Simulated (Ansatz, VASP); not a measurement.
# Two plane-wave programs on K

```
K
1.0
    -2.59775    2.59775    2.59775
     2.59775   -2.59775    2.59775
     2.59775    2.59775   -2.59775
K
1
Direct
  0.00000 0.00000 0.00000
```

Alike in both runs: functional PBEsol; k mesh 8 × 8 × 8; occupations gaussian, width 0.1 eV; no spin polarisation.

Ansatz relaxed the structure, and its values are those at the end. VASP's run is a single point on that final structure, the one shown.

|  | VASP | Ansatz |
| --- | --- | --- |
| version | VASP 6.6.1 | Ansatz 0.2.0 |
| potentials or method | VASP PAW PBE potentials, release 64 (K_sv), cutoff 520 eV | scalar-relativistic, plane waves, PAW |
| valence electrons in the cell | 9 | 9 |

|  | VASP | Ansatz | Ansatz less VASP |
| --- | --- | --- | --- |
| gap on the k mesh at the Fermi level (eV) | none | none | - |
| pressure (GPa) | 0.0 | 0.1 | +0.01 |

VASP's potentials were made for PBE, not for PBEsol. A gap of «none» marks a metal or a gap that the smearing closes.
